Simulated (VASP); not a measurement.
A run of VASP 6.6.1:

The input POSCAR:

```
Ga
1.0
    1.4402681631     -4.0377172988      0.0000000000
    1.4402681631      4.0377172988      0.0000000000
    0.0000000000      0.0000000000      3.1487241912
Ga
2
Direct
    0.1330000000      0.8670000000      0.7500000000
    0.8670000000      0.1330000000      0.2500000000
```

INCAR.step1

```
SYSTEM = Ga
  PREC = Accurate
  ENCUT = 520
  ISMEAR = -1
  SIGMA = 0.05
  LREAL = .FALSE.
  LASPH = .TRUE.
  NELM = 100
  NBANDS = 20
  GGA = PE
  ALGO = Normal
  EDIFF = 1E-4
  LWAVE = .TRUE.
  LCHARG = .FALSE.
```

Contents of INCAR.step2:

```
SYSTEM = Ga
  PREC = Accurate
  ENCUT = 520
  EDIFF = 1E-7
  ISMEAR = -1
  SIGMA = 0.05
  LREAL = .FALSE.
  LASPH = .TRUE.
  NELM = 100
  ALGO = Normal
  ISIF = 2
  LWAVE = .FALSE.
  LCHARG = .TRUE.
  METAGGA = R2SCAN
  LMIXTAU = .TRUE.
  LELF = .TRUE.
  LVHAR = .TRUE.
  NBANDS = 20
  ISTART = 1
```

KPOINTS

```
Automatic mesh
0
G
  10 10 8
  0 0 0
```

Potentials or basis: VASP PAW PBE potentials, release 64 (Ga_d).

Command:

```bash
$ cat potpaw_PBE.64/Ga_d/POTCAR > POTCAR
$ cp INCAR.step1 INCAR
$ mpirun -np 1 vasp_std > vasp.out
$ cp INCAR.step2 INCAR
$ mpirun -np 1 vasp_std > vasp.out
```

Hardware: 1 thread of Intel(R) Xeon(R) 6975P-C (Granite Rapids), on a shared host.

Task: Estimate the wall time of this run.

Result: Run time: 120 s on 1 thread of Intel(R) Xeon(R) 6975P-C (Granite Rapids), on a shared host, peak memory 0.23 GiB. Counts: k points 155.
